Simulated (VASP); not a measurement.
Input of a VASP 6.6.1 run:

The input INCAR:

```
SYSTEM = IrO2
PREC = Accurate
ENCUT = 600
EDIFF = 1E-6
ISMEAR = 0
SIGMA = 0.1
LREAL = .False.
LASPH = .True.
NELM = 120
ALGO = Normal
ISIF = 2
LWAVE = .False.
LCHARG = .False.
GGA = PS
NBANDS = 30
GGA_COMPAT = .False.
```

File KPOINTS:

```
Automatic mesh
0
Gamma
  8 8 12
  0 0 0
```

POSCAR

```
IrO2
1.0
    4.4715934200      0.0000000000      0.0000000000
    0.0000000000      4.4715934200      0.0000000000
    0.0000000000      0.0000000000      3.1537157163
Ir O
2 4
Direct
    0.0000000000      0.0000000000      0.0000000000
    0.5000000000      0.5000000000      0.5000000000
    0.3087893326      0.3087893326      0.0000000000
    0.1912106674      0.8087893326      0.5000000000
    0.6912106674      0.6912106674      0.0000000000
    0.8087893326      0.1912106674      0.5000000000
```

Potentials or basis: VASP PAW PBE potentials, release 64 (Ir, O).

The run is started by

```console
$ cat potpaw_PBE.64/Ir/POTCAR potpaw_PBE.64/O/POTCAR > POTCAR
$ mpirun -np 1 vasp_std > vasp.out
```

Q: Estimate the pressure.

A: 2.8 GPa.

Q: What does it give for the band gap on the k mesh?

A: Zero (band 21 reaches 6.86 eV, above the bottom of band 22 at 5.46 eV).

Q: Estimate the largest force.

A: 0.006 eV/Å.

Stress tensor (GPa, compression positive):
```
2.41 0.00 0.00
0.00 2.41 0.00
0.00 0.00 3.47
```

Caveat: the PAW data sets were made with another functional, which shifts forces and pressure a little; spin-orbit coupling is left out, which moves the levels of the heavy elements.
